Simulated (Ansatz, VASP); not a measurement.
# Bi in VASP and in Ansatz

```
Bi
1.0
     4.54537    0.00000    0.03119
     0.00000    4.52322    0.00000
    -0.05248    0.00000    6.37268
Bi
4
Direct
  0.83207 0.25000 0.20584
  0.66801 0.25000 0.70593
  0.33199 0.75000 0.29407
  0.16793 0.75000 0.79416
```

Alike in both runs: functional PBE; dispersion D3(BJ); k mesh 10 × 10 × 8; occupations gaussian, width 0.1 eV; no spin polarisation.

Ansatz relaxed the structure, and its values are those at the end. VASP's run is a single point on that final structure, the one shown.

|  | VASP | Ansatz |
| --- | --- | --- |
| version | VASP 6.6.1 | Ansatz 0.2.0 |
| potentials or method | VASP PAW PBE potentials, release 64 (Bi_d), cutoff 520 eV | scalar-relativistic, plane waves, PAW |
| valence electrons in the cell | 60 | 60 |

```tsv
	VASP	Ansatz	Ansatz less VASP
gap on the k mesh at the Fermi level (eV)	none	none	-
pressure (GPa)	0.0	0.0	+0.04
```

A gap of «none» marks a metal or a gap that the smearing closes.

Spin-orbit coupling is off throughout.
